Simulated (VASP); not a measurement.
Input of a VASP 6.6.1 run:

INCAR

```
ALGO     = Normal         # electronic algorithm
EDIFF    = 1E-6           # SCF threshold, eV
ENCUT    = 520            # plane-wave cutoff, eV
GGA      = RE             # functional
ISIF     = 2              # what is computed and relaxed
ISMEAR   = -1             # smearing method
IVDW     = 12             # dispersion correction
LASPH    = True           # aspherical terms in the spheres
LCHARG   = False          # write CHGCAR
LREAL    = False          # projectors in reciprocal space
LWAVE    = False          # write WAVECAR
NBANDS   = 13             # bands
NELM     = 60             # most SCF steps
PREC     = Accurate       # precision mode
SIGMA    = 0.05           # smearing width, eV
```

KPOINTS

```
k-points
0
Gamma
  12 12 12
```

The input POSCAR:

```
W
1.0
   -1.6133792515      1.6133792515      1.6133792515
    1.6133792515     -1.6133792515      1.6133792515
    1.6133792515      1.6133792515     -1.6133792515
W
1
Direct
    0.0000000000      0.0000000000      0.0000000000
```

Potentials or basis: VASP PAW PBE potentials, release 64 (W_sv).

Run with:

```sh
$ cat potpaw_PBE.64/W_sv/POTCAR > POTCAR
$ mpirun -np 1 vasp_std > vasp.out
```

**Question.** Estimate the band gap on the k mesh.

**Answer.** Zero (band 7 reaches 15.43 eV, above the bottom of band 8 at 9.55 eV).

**Question.** Estimate the pressure.

**Answer.** -19.8 GPa.

**Question.** Predict the dispersion energy per atom.

**Answer.** -1.177 eV.

Caveat: the PAW data sets were made with another functional, which shifts forces and pressure a little; spin-orbit coupling is left out, which moves the levels of the heavy elements; pairwise dispersion overbinds metals, which lowers pressure and volume.
